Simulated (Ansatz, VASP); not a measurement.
One calculation of BaO, two programs

```
Ba O
1.0
     0.00000    2.77194    2.77194
     2.77194    0.00000    2.77194
     2.77194    2.77194    0.00000
Ba O
1 1
Direct
  0.00000 0.00000 0.00000
  0.50000 0.50000 0.50000
```

Alike in both runs: task single point; functional HSE06; k mesh 4 × 4 × 4; non-collinear spin, spin-orbit coupling.

```csv
,VASP,Ansatz
version,VASP 6.6.1,Ansatz 0.2.0
potentials or method,"VASP PAW PBE potentials, release 64 (Ba_sv, O)","plane waves, PAW"
plane-wave cutoff (eV),520,420
occupations,"gaussian, width 0.01 eV",fixed
valence electrons in the cell,16,16
```

```csv
,VASP,Ansatz,Ansatz less VASP
net moment per atom (μB),0.00,0.00,0.000
```

The k mesh is coarse, so the values compare programs but aren't converged.
